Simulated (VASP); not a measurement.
# Y (P6_3/mmc) in VASP: notebook

Aim: see how the results for Y move with the level of theory and the settings. Levels: PBE+D3(BJ), PBE. Tasks: single point.

All numbers are computed with VASP 6.6.1; they aren't measurements. Logs are shortened: lines on timing, memory, paths and dates and some standing lists are left out, and cuts for length are marked.

**1. The cell of the first run**

The structure is hexagonal, space group P6_3/mmc (No. 194). Conventional cell: a = 2.930 Å, b = 2.930 Å, c = 4.866 Å, α = 90.00°, β = 90.00°, γ = 120.00°. Within 3.9 Å of Y (site symmetry -6m2) lie 12 Y at 2.93 to 2.96 Å.

**2. Single point, PBE+D3(BJ)**

File INCAR:

```
PREC = Accurate ; ENCUT = 520
EDIFF = 1E-6 ; ISMEAR = -1
SIGMA = 0.05 ; LREAL = F
LASPH = T ; NELM = 60
ALGO = Normal ; ISIF = 2
LWAVE = F ; LCHARG = F
GGA = PE ; IVDW = 12
NBANDS = 18
```

File KPOINTS:

```
Automatic mesh
0
Gamma
  14 14 7
```

File POSCAR:

```
Y
1.0
    2.9303226138      0.0000000000      0.0000000000
   -1.4651613069      2.5377338248      0.0000000000
    0.0000000000      0.0000000000      4.8658684447
Y
2
Direct
    0.3333333333      0.6666666667      0.2500000000
    0.6666666667      0.3333333333      0.7500000000
```

Potentials or basis: VASP PAW PBE potentials, release 64 (Y_sv).

Run with:

```bash
> cat potpaw_PBE.64/Y_sv/POTCAR > POTCAR
> mpirun -np 1 vasp_std > vasp.out
```

OUTCAR:

```text
PREC = Accurate
   ENCUT = 520
   EDIFF = 1E-6
   ISMEAR = -1
   LREAL = F
   LASPH = T
   NELM = 60
   ISIF = 2
   GGA = PE
   IVDW = 12
 IVDW          = 12

 ion  position               nearest neighbor table
   1  0.333  0.667  0.250-   2 2.96   2 2.96   2 2.96   2 2.96   2 2.96   2 2.96   2 4.17   2 4.17
                             2 4.17   2 4.17   2 4.17   2 4.17
   2  0.667  0.333  0.750-   1 2.96   1 2.96   1 2.96   1 2.96   1 2.96   1 2.96   1 4.17   1 4.17
                             1 4.17   1 4.17   1 4.17   1 4.17

  LATTYP: Found a hexagonal cell.
 ALAT       =     2.9303226138
 C/A-ratio  =     1.6605231184

  Lattice vectors:

 A1 = (   2.9303226138,   0.0000000000,   0.0000000000)
 A2 = (  -1.4651613069,   2.5377338248,   0.0000000000)
 A3 = (   0.0000000000,   0.0000000000,   4.8658684447)

Analysis of symmetry for initial positions (statically):
=====================================================================
 Subroutine PRICEL returns:
 Original cell was already a primitive cell.

 Routine SETGRP: Setting up the symmetry group for a
 hexagonal supercell.

 Subroutine GETGRP returns: Found 24 space group operations
 (whereof 12 operations were pure point group operations)
 out of a pool of 24 trial point group operations.

The static configuration has the point symmetry D_3d.
 The point group associated with its full space group is D_6h.

Analysis of symmetry for dynamics (positions and initial velocities):
=====================================================================
 Subroutine PRICEL returns:
 Original cell was already a primitive cell.

 Routine SETGRP: Setting up the symmetry group for a
 hexagonal supercell.

 Subroutine GETGRP returns: Found 24 space group operations
 (whereof 12 operations were pure point group operations)
 out of a pool of 24 trial point group operations.

The dynamic configuration has the point symmetry D_3d.
 The point group associated with its full space group is D_6h.

 Subroutine INISYM returns: Found 24 space group operations
 (whereof 12 operations are pure point group operations),
 and found     1 'primitive' translations

----------------------------------------------------------------------------------------

                                     Primitive cell

  volume of cell :      36.1844

  direct lattice vectors                    reciprocal lattice vectors
     2.930322614  0.000000000  0.000000000     0.341259353  0.197026179  0.000000000
    -1.465161307  2.537733825  0.000000000     0.000000000  0.394052359  0.000000000
     0.000000000  0.000000000  4.865868445     0.000000000  0.000000000  0.205513160

  length of vectors
     2.930322614  2.930322614  4.865868445     0.394052359  0.394052359  0.205513160

  position of ions in fractional coordinates (direct lattice)
     0.333333333  0.666666667  0.250000000
     0.666666667  0.333333333  0.750000000

  ion indices of the primitive-cell ions
   primitive index   ion index
                 1           1
                 2           2

----------------------------------------------------------------------------------------

 KPOINTS: Automatic mesh

Automatic generation of k-mesh.
 Grid dimensions read from file:
 generate k-points for:   14   14    7

 Generating k-lattice:

  Cartesian coordinates                     Fractional coordinates (reciprocal lattice)
     0.024375668  0.014073299  0.000000000     0.071428571  0.000000000  0.000000000
     0.000000000  0.028146597  0.000000000     0.000000000  0.071428571  0.000000000
     0.000000000  0.000000000  0.029359023     0.000000000  0.000000000  0.142857143

  Length of vectors
     0.028146597  0.028146597  0.029359023

  Shift w.r.t. Gamma in fractional coordinates (k-lattice)
     0.000000000  0.000000000  0.000000000

 Subroutine IBZKPT returns following result:
 ===========================================

 Found     96 irreducible k-points:

 Following reciprocal coordinates:
            Coordinates               Weight
  0.000000  0.000000  0.000000      1.000000
  0.071429  0.000000  0.000000      6.000000
  0.142857 -0.000000  0.000000      6.000000
  0.214286  0.000000  0.000000      6.000000
  0.285714  0.000000  0.000000      6.000000
  0.357143  0.000000  0.000000      6.000000
[... 16 lines left out ...]
  0.285714  0.285714  0.000000      6.000000
  0.357143  0.285714  0.000000      6.000000
 [... further k-points ...]
   k-points           NKPTS =     96   k-points in BZ     NKDIM =     96   number of bands    NBANDS=     18
   number of dos      NEDOS =    301   number of ions     NIONS =      2
   total plane-waves  NPLWV =  20736
   dimension x,y,z NGX =    24 NGY =   24 NGZ =   36
   dimension x,y,z NGXF=    48 NGYF=   48 NGZF=   72
   ions per type =               2
   NGX,Y,Z   is equivalent  to a cutoff of  13.62, 13.62, 12.30 a.u.
   NGXF,Y,Z  is equivalent  to a cutoff of  27.23, 27.23, 24.60 a.u.
 SYSTEM =  unknown system
   PREC   = accura    normal or accurate (medium, high low for compatibility)
   ISTART =      0    job   : 0-new  1-cont  2-samecut
   ICHARG =      2    charge: 1-file 2-atom 10-const
   ISPIN  =      1    spin polarized calculation?
   LNONCOLLINEAR =      F non collinear calculations
   LSORBIT =      F    spin-orbit coupling
   LASPH  =      T    aspherical Exc in radial PAW
   ENCUT  =  520.0 eV  38.22 Ry    6.18 a.u.   5.45  5.45  9.05*2*pi/ulx,y,z
   NELM   =     60;   NELMIN=  2; NELMDL= -5     # of ELM steps
   EDIFF  = 0.1E-05   stopping-criterion for ELM
   LREAL  =      F    real-space projection
   EDIFFG = 0.1E-04   stopping-criterion for IOM
   NSW    =      0    number of steps for IOM
   IBRION =     -1    ionic relax: 0-MD 1-quasi-New 2-CG
   NFREE  =      0    steps in history (QN), initial steepest desc. (CG)
   ISIF   =      2    stress and relaxation
   ISYM   =      2    0-nonsym 1-usesym 2-fastsym
   POTIM  = 0.5000    time-step for ionic-motion
   TEBEG  =    0.0;   TEEND  =   0.0 temperature during run
   PSTRESS=    0.0 pullay stress
   NELECT =      22.0000    total number of electrons
   NUPDOWN=      -1.0000    fix difference up-down
   EMIN   =  10.00;   EMAX   =-10.00  energy-range for DOS
   EFERMI =   0.00;   METHOD = LEGACY
   ISMEAR =    -1;   SIGMA  =   0.05  broadening in eV -4-tet -1-fermi 0-gaus
   EFERMI_NEDOS =   21; number of points for ismear=-14 and -15
   IALGO  =     38    algorithm
   IMIX   =      4    mixing-type and parameters
     AMIX     =   0.40;   BMIX     =  1.00
     AMIX_MAG =   1.60;   BMIX_MAG =  1.00
  volume/ion in A,a.u.               =      18.09       122.09
  Fermi-wavevector in a.u.,A,eV,Ry     =   1.386889  2.620841 26.170285  1.923462
  Thomas-Fermi vector in A             =   2.511162
   LORBIT       =      0    0 simple, 1 ext, 2 COOP (PROOUT), +10 PAW based schemes
   GGA     = PE    functional components
   LHFCALC =     F    Hartree Fock is set to
   AEXX    =    0.0000 exact exchange contribution
   IVDW    =    12    specifies the selected vdW correction
   LEPSILON=     F    determine dielectric tensor
   LRPA    =     F    only Hartree local field effects (RPA)
 non-spin polarized calculation
  energy-cutoff  :      520.00
  volume of cell :       36.18
 maximum number of plane-waves:       996
 NGX is ok and might be reduce to    24
   NGX = 11   NGY = 11   NGZ = 19

 number of electron      22.0000000 magnetization

 Free energy of the ion-electron system (eV)
  ---------------------------------------------------
  ext. energy  EPLUGINS =         0.00000000
  ---------------------------------------------------
  free energy    TOTEN  =        -9.42644791 eV

  energy without entropy =       -9.41010952  energy(sigma->0) =       -9.41827871

 E-fermi :   6.5519     XC(G=0): -12.0437

 val. band max:        6.5479382724   @ k =   0.1429   0.0714   0.2857
 cond. band min:       6.5542533900   @ k =   0.2143   0.1429   0.4286
 fundamental gap:      0.0063151176
 Fermi energy:         6.5518686067

 k-point     1 :       0.0000    0.0000    0.0000
  band No.  band energies     occupation
      1     -35.5447      2.00000
      2     -34.9314      2.00000
      3     -16.9675      2.00000
      4     -14.2035      2.00000
      5     -14.2035      2.00000
      6     -13.9216      2.00000
[... 10 lines left out ...]
     17      11.1778      0.00000
     18      11.1778      0.00000

 k-point     2 :       0.0714    0.0000    0.0000
  band No.  band energies     occupation
      1     -35.5172      2.00000
      2     -34.9161      2.00000
      3     -16.9197      2.00000
      4     -14.3476      2.00000
      5     -14.2456      2.00000
      6     -14.0042      2.00000
[... 10 lines left out ...]
     17      10.8565      0.00000
     18      10.9342      0.00000

 k-point     3 :       0.1429   -0.0000    0.0000
  band No.  band energies     occupation
      1     -35.4384      2.00000
      2     -34.8740      2.00000
      3     -16.7801      2.00000
      4     -14.7413      2.00000
      5     -14.3906      2.00000
      6     -14.3577      2.00000
[... 10 lines left out ...]
     17      10.3890      0.00000
     18      10.5910      0.00000

 k-point     4 :       0.2143    0.0000    0.0000
  band No.  band energies     occupation
      1     -35.3197      2.00000
      2     -34.8152      2.00000
      3     -16.5605      2.00000
      4     -15.2854      2.00000
      5     -14.9052      2.00000
      6     -14.5086      2.00000
[... 375 lines left out ...]
      4     -16.0170      2.00000
      5     -15.5048      2.00000
      6     -15.3854      2.00000
[... 10 lines left out ...]
     17      14.6171      0.00000
     18      14.6625      0.00000

 k-point    23 :       0.2857    0.2857    0.0000
  band No.  band energies     occupation
      1     -34.8028      2.00000
      2     -34.6864      2.00000
      3     -16.3287      2.00000
      4     -16.0007      2.00000
      5     -15.5813      2.00000
      6     -15.3513      2.00000
[... 10 lines left out ...]
     17      14.4323      0.00000
     18      14.4989      0.00000

 k-point    24 :       0.3571    0.2857    0.0000
  band No.  band energies     occupation
      1     -34.7552      2.00000
      2     -34.7046      2.00000
      3     -16.3184      2.00000
      4     -15.8675      2.00000
      5     -15.7981      2.00000
      6     -15.2522      2.00000
[... 10 lines left out ...]
     17      14.1719      0.00000
     18      14.3336      0.00000

 [... further k-points ...]

------------------------ aborting loop because EDIFF is reached ----------------------------------------

 Edisp (eV)   -1.24522

 E8    (eV) :    -0.6614

  FORCE on cell =-STRESS in cart. coord.  units (eV):
  Direction    XX          YY          ZZ          XY          YZ          ZX
  --------------------------------------------------------------------------------------
  -------------------------------------------------------------------------------------
  Total      11.40364    11.40364    11.28723     0.00000    -0.00000     0.00000
  in kB     504.93119   504.93119   499.77692     0.00000    -0.00000     0.00000
  external pressure =      503.21 kB  Pullay stress =        0.00 kB

 VOLUME and BASIS-vectors are now :
 -----------------------------------------------------------------------------
  energy-cutoff  :      520.00
  volume of cell :       36.18
      direct lattice vectors                 reciprocal lattice vectors
     2.930322614  0.000000000  0.000000000     0.341259353  0.197026179  0.000000000
    -1.465161307  2.537733825  0.000000000     0.000000000  0.394052359  0.000000000
     0.000000000  0.000000000  4.865868445     0.000000000  0.000000000  0.205513160

 POSITION                                       TOTAL-FORCE (eV/Angst)
 -----------------------------------------------------------------------------------
     -0.00000      1.69182      1.21647         0.000000      0.000000      0.000000
      1.46516      0.84591      3.64940        -0.000000     -0.000000      0.000000
 -----------------------------------------------------------------------------------
    total drift:                               -0.000000      0.000000     -0.000000

  FREE ENERGIE OF THE ION-ELECTRON SYSTEM (eV)
  ---------------------------------------------------
  free  energy   TOTEN  =       -10.6716676515 eV

  energy  without entropy=      -10.6553292666  energy(sigma->0) =      -10.66349846
```

It took 31 s on 1 thread of Intel Xeon Platinum 8488C (Sapphire Rapids), shared host; peak memory 0.21 GiB.

What came out:

* Free energy: -10.6717 eV
* Pressure: 50.3 GPa
* Band gap on the k mesh: zero (bands 11 and 12 overlap by 2.58 eV)
* Dispersion energy per atom: -0.623 eV

Caveat: three body term missing; the cell stands under pressure.

[end of part 1 of 2]

The gap in the log of VASP goes by the Fermi energy; the results here count the filled bands.